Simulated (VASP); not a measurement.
# AlN in VASP: notebook

The runs below take AlN through single point, with PBEsol.

Program: VASP 6.6.1. These are calculated values, not measurements. Logs are shortened: lines on timing, memory, paths and dates and some standing lists are left out, and cuts for length are marked.

### Step 1. The cell of the first run

The cell holds a slab with vacuum, 12 atoms: a = 3.114 Å, b = 3.114 Å, c = 28.047 Å, α = 90.00°, β = 90.00°, γ = 120.00°.

### Step 2. Single point, PBEsol

File INCAR:

```
ALGO = Normal
DIPOL = 0.5 0.5 0.500
EDIFF = 1E-6
ENCUT = 520
GGA = PS
IDIPOL = 3
ISIF = 2
ISMEAR = 0
LASPH = T
LCHARG = T
LDIPOL = T
LELF = T
LREAL = F
LVACPOTAV = T
LVHAR = T
LWAVE = F
NBANDS = 36
NELM = 100
PREC = Accurate
SIGMA = 0.05
```

File KPOINTS:

```
k-points
0
Gamma
  9 9 1
```

File POSCAR:

```
AlN
1.0
    3.1136926466      0.0000000000      0.0000000000
   -1.5568463233      2.6965369316      0.0000000000
    0.0000000000      0.0000000000     28.0466650089
N Al
6 6
Direct
    0.3333333333      0.6666666667      0.2674114729
    0.6666666667      0.3333333333      0.3562529901
    0.3333333333      0.6666666667      0.4450945074
    0.6666666667      0.3333333333      0.5339360246
    0.3333333333      0.6666666667      0.6227775418
    0.6666666667      0.3333333333      0.7116190591
    0.6666666667      0.3333333333      0.2883809409
    0.3333333333      0.6666666667      0.3772224582
    0.6666666667      0.3333333333      0.4660639754
    0.3333333333      0.6666666667      0.5549054926
    0.6666666667      0.3333333333      0.6437470099
    0.3333333333      0.6666666667      0.7325885271
```

Potentials or basis: VASP PAW PBE potentials, release 64 (N, Al).

Command:

```bash
$ cat potpaw_PBE.64/N/POTCAR potpaw_PBE.64/Al/POTCAR > POTCAR
$ mpirun -np 1 vasp_std > vasp.out
```

OUTCAR:

```text
EDIFF = 1E-6
   ENCUT = 520
   GGA = PS
   ISIF = 2
   ISMEAR = 0
   LASPH = T
   LREAL = F
   NELM = 100
   PREC = Accurate

 ion  position               nearest neighbor table
   1  0.333  0.667  0.267-   7 1.89   7 1.89   7 1.89
   2  0.667  0.333  0.356-   8 1.89   8 1.89   8 1.89   7 1.90
   3  0.333  0.667  0.445-   9 1.89   9 1.89   9 1.89   8 1.90
   4  0.667  0.333  0.534-  10 1.89  10 1.89  10 1.89   9 1.90
   5  0.333  0.667  0.623-  11 1.89  11 1.89  11 1.89  10 1.90
   6  0.667  0.333  0.712-  12 1.89  12 1.89  12 1.89  11 1.90
   7  0.667  0.333  0.288-   1 1.89   1 1.89   1 1.89   2 1.90   8 3.07   8 3.07   8 3.07
   8  0.333  0.667  0.377-   2 1.89   2 1.89   2 1.89   3 1.90   9 3.07   9 3.07   9 3.07   7 3.07
                             7 3.07   7 3.07
   9  0.667  0.333  0.466-   3 1.89   3 1.89   3 1.89   4 1.90   8 3.07  10 3.07   8 3.07  10 3.07
                             8 3.07  10 3.07
  10  0.333  0.667  0.555-   4 1.89   4 1.89   4 1.89   5 1.90   9 3.07   9 3.07   9 3.07  11 3.07
                            11 3.07  11 3.07
  11  0.667  0.333  0.644-   5 1.89   5 1.89   5 1.89   6 1.90  12 3.07  12 3.07  12 3.07  10 3.07
                            10 3.07  10 3.07
  12  0.333  0.667  0.733-   6 1.89   6 1.89   6 1.89  11 3.07  11 3.07  11 3.07

  LATTYP: Found a hexagonal cell.
 ALAT       =     3.1136926466
 C/A-ratio  =     9.0075252095

  Lattice vectors:

 A1 = (   3.1136926466,   0.0000000000,   0.0000000000)
 A2 = (  -1.5568463233,   2.6965369316,   0.0000000000)
 A3 = (   0.0000000000,   0.0000000000,  28.0466650089)

Analysis of symmetry for initial positions (statically):
=====================================================================
 Subroutine PRICEL returns:
 Original cell was already a primitive cell.

 Routine SETGRP: Setting up the symmetry group for a
 hexagonal supercell.

 Subroutine GETGRP returns: Found  6 space group operations
 (whereof  6 operations were pure point group operations)
 out of a pool of 24 trial point group operations.

The static configuration has the point symmetry C_3v.

Analysis of symmetry for dynamics (positions and initial velocities):
=====================================================================
 Subroutine PRICEL returns:
 Original cell was already a primitive cell.

 Routine SETGRP: Setting up the symmetry group for a
 hexagonal supercell.

 Subroutine GETGRP returns: Found  6 space group operations
 (whereof  6 operations were pure point group operations)
 out of a pool of 24 trial point group operations.

The dynamic configuration has the point symmetry C_3v.

[... 124 lines left out ...]
     AMIX     =   0.40;   BMIX     =  1.00
     AMIX_MAG =   1.60;   BMIX_MAG =  1.00
  volume/ion in A,a.u.               =      19.62       132.43
  Fermi-wavevector in a.u.,A,eV,Ry     =   0.963461  1.820677 12.629704  0.928257
  Thomas-Fermi vector in A             =   2.093008
   LORBIT       =      0    0 simple, 1 ext, 2 COOP (PROOUT), +10 PAW based schemes
   GGA     = PS    functional components
   LHFCALC =     F    Hartree Fock is set to
   AEXX    =    0.0000 exact exchange contribution
   IVDW    =     0    specifies the selected vdW correction
   LEPSILON=     F    determine dielectric tensor
   LRPA    =     F    only Hartree local field effects (RPA)
 non-spin polarized calculation
 Gauss-broadening in eV      SIGMA  =   0.05
  energy-cutoff  :      520.00
  volume of cell :      235.49
 maximum number of plane-waves:      6370
 NGX is ok and might be reduce to    24
   NGX = 11   NGY = 11   NGZ =105

 dipolmoment           0.000000      0.000000      0.011340 electrons x Angstroem

 number of electron      47.9999993 magnetization

 dipolmoment           0.000000      0.000000     -0.145800 electrons x Angstroem

 Free energy of the ion-electron system (eV)
  ---------------------------------------------------
  ext. energy  EPLUGINS =         0.00000000
  ---------------------------------------------------
  free energy    TOTEN  =       -89.76939283 eV

  energy without entropy =      -89.75675221  energy(sigma->0) =      -89.76307252

 E-fermi :   1.3416     XC(G=0):  -6.5751

 val. band max:        1.3389990068   @ k =   0.1111   0.0000   0.0000
 cond. band min:       1.3619189590   @ k =   0.2222   0.2222   0.0000
 fundamental gap:      0.0229199522
 Fermi energy:         1.3415845270

 k-point     1 :       0.0000    0.0000    0.0000
  band No.  band energies     occupation
      1     -16.3344      2.00000
      2     -15.4720      2.00000
      3     -14.7805      2.00000
      4     -14.1163      2.00000
      5     -13.3065      2.00000
      6     -11.7322      2.00000
[... 457 lines left out ...]
     35       8.7963      0.00000
     36       8.9370      0.00000

------------------------ aborting loop because EDIFF is reached ----------------------------------------

  FORCE on cell =-STRESS in cart. coord.  units (eV):
  Direction    XX          YY          ZZ          XY          YZ          ZX
  --------------------------------------------------------------------------------------
  -------------------------------------------------------------------------------------
  Total       -1.1913738     -1.1913738      0.2757590      0.0000000      0.0000000      0.0000000
  in kB       -8.1057887     -8.1057887      1.8761903      0.0000000      0.0000000      0.0000000
  external PRESSURE =      -4.7784624 kB  Pullay stress =       0.0000000 kB

 VOLUME and BASIS-vectors are now :
 -----------------------------------------------------------------------------
  energy-cutoff  :      520.00
  volume of cell :      235.49
      direct lattice vectors                 reciprocal lattice vectors
     3.113692647  0.000000000  0.000000000     0.321162078  0.185423012  0.000000000
    -1.556846323  2.696536932  0.000000000     0.000000000  0.370846024  0.000000000
     0.000000000  0.000000000 28.046665009     0.000000000  0.000000000  0.035654863

 POSITION                                       TOTAL-FORCE (eV/Angst)
 -----------------------------------------------------------------------------------
     -0.00000      1.79769      7.50000        -0.000000      0.000000      1.760282
      1.55685      0.89885      9.99171        -0.000000     -0.000000      0.834362
     -0.00000      1.79769     12.48342        -0.000000     -0.000000      0.682624
      1.55685      0.89885     14.97512        -0.000000      0.000000      0.671880
     -0.00000      1.79769     17.46683         0.000000     -0.000000      0.642934
      1.55685      0.89885     19.95854        -0.000000     -0.000000      0.352789
      1.55685      0.89885      8.08812         0.000000     -0.000000     -2.022197
     -0.00000      1.79769     10.57983         0.000000      0.000000     -0.783564
      1.55685      0.89885     13.07154        -0.000000      0.000000     -0.687547
     -0.00000      1.79769     15.56325         0.000000      0.000000     -0.675588
      1.55685      0.89885     18.05496        -0.000000     -0.000000     -0.830975
     -0.00000      1.79769     20.54667         0.000000     -0.000000      0.054999
 -----------------------------------------------------------------------------------
    total drift:                               -0.000000     -0.000000      0.001948

  FREE ENERGIE OF THE ION-ELECTRON SYSTEM (eV)
  ---------------------------------------------------
  free  energy   TOTEN  =       -89.7693928276 eV

  energy  without entropy=      -89.7567522061  energy(sigma->0) =      -89.76307252

 vacuum level on the upper side and lower side of the slab         5.800         8.946
```

OSZICAR:

```text
N       E                     dE             d eps       ncg     rms          rms(c)
DAV:   1     0.288835072889E+03    0.28884E+03   -0.20221E+04   872   0.111E+03
DAV:   2    -0.627706507852E+02   -0.35161E+03   -0.33268E+03  1192   0.250E+02
DAV:   3    -0.104986444605E+03   -0.42216E+02   -0.41716E+02  1064   0.904E+01
[... 13 lines left out ...]
DAV:  60    -0.897693892078E+02    0.26963E-05   -0.14934E-06   824   0.116E-02    0.907E-03
DAV:  61    -0.897693924070E+02   -0.31992E-05   -0.19951E-06   848   0.918E-03    0.159E-02
DAV:  62    -0.897693949751E+02   -0.25681E-05   -0.77343E-07   696   0.436E-03    0.210E-02
DAV:  63    -0.897693918593E+02    0.31158E-05   -0.53557E-07   732   0.561E-03    0.253E-03
DAV:  64    -0.897693928276E+02   -0.96829E-06   -0.47581E-07   712   0.377E-03
   1 F= -.89769393E+02 E0= -.89763073E+02  d E =-.126406E-01
```

stdout:

```text
POSCAR found type information on POSCAR N Al
 POSCAR found :  2 types and      12 ions
 scaLAPACK will be used
 -----------------------------------------------------------------------------
[... 23 lines left out ...]
|     Did not find any points to average over, which means that no vacuum     |
|     field-free region was found. Please increase the size of  your cell     |
|     in the dimension of the dipole correction to obtain accurate            |
|     workfunction values.                                                    |
|                                                                             |
 -----------------------------------------------------------------------------
```

Run time: 6.9 min. Hardware: 1 thread of Intel Xeon Platinum 8488C (Sapphire Rapids), shared host; peak memory 0.36 GiB.

What came out:

```
Free energy            : -89.7694 eV
Largest force          : 2.022 eV/Å
Band gap on the k mesh : zero (band 24 reaches 1.47 eV, above the bottom of band 25 at 1.17 eV)
```

Forces in eV/Å, atoms in the order of the input:
```
N    0.000  0.000  1.760
N    0.000  0.000  0.834
N    0.000  0.000  0.683
N    0.000  0.000  0.672
N    0.000  0.000  0.643
N    0.000  0.000  0.353
Al   0.000  0.000 -2.022
Al   0.000  0.000 -0.784
Al   0.000  0.000 -0.688
Al   0.000  0.000 -0.676
Al   0.000  0.000 -0.831
Al   0.000  0.000  0.055
```

Levels at points of the mesh, in eV from the Fermi level:
| k point | band 22 | band 23 | band 24 | band 25 | band 26 | band 27 |
| --- | --- | --- | --- | --- | --- | --- |
| (0.00, 0.00, 0.00) | -1.01 | -0.49 | 0.09 | 0.09 | 2.46 | 3.34 |

Caveat: the PAW data sets were made with another functional, which shifts forces and pressure a little.

### Step 3. Single point, PBEsol

File INCAR:

```
SYSTEM = AlN
PREC = Accurate ; ENCUT = 520
EDIFF = 1E-6 ; ISMEAR = -1
SIGMA = 0.3 ; LREAL = .FALSE.
LASPH = .TRUE. ; NELM = 60
ALGO = Normal ; ISIF = 2
LWAVE = .FALSE. ; LCHARG = .FALSE.
LDIPOL = .TRUE. ; IDIPOL = 3
DIPOL = 0.5 0.5 0.500 ; GGA = PS
NBANDS = 36
```

File KPOINTS:

```
regular mesh
0
G
  9 9 1
  0 0 0
```

POSCAR is that of step 2.

Potentials or basis: VASP PAW PBE potentials, release 64 (N, Al).

Command:

```bash
$ cat potpaw_PBE.64/N/POTCAR potpaw_PBE.64/Al/POTCAR > POTCAR
$ mpirun -np 1 vasp_std > vasp.out
```

Wall time 3.8 min (1 thread of Intel Xeon Platinum 8488C (Sapphire Rapids), shared host); peak memory 0.36 GiB.

Results (log left out):

```
Free energy            : -90.2612 eV
Largest force          : 2.106 eV/Å
Band gap on the k mesh : zero (band 24 reaches 1.39 eV, above the bottom of band 25 at 1.09 eV)
```

Forces on the atoms (eV/Å):
```
N    0.000  0.000  1.802
N    0.000  0.000  0.912
N    0.000  0.000  0.567
N    0.000  0.000  0.536
N    0.000  0.000  0.514
N    0.000  0.000  0.280
Al   0.000  0.000 -2.106
Al   0.000  0.000 -0.793
Al   0.000  0.000 -0.557
Al   0.000  0.000 -0.543
Al   0.000  0.000 -0.691
Al   0.000  0.000  0.081
```

Levels at points of the mesh, in eV from the Fermi level:
```tsv
k point	band 20	band 21	band 22	band 23	band 24	band 25	band 26	band 27	band 28	band 29
(0.00, 0.00, 0.00)	-1.60	-1.60	-0.99	-0.75	-0.19	-0.19	2.40	3.27	3.85	4.38
```

Caveat: the PAW data sets were made with another functional, which shifts forces and pressure a little.
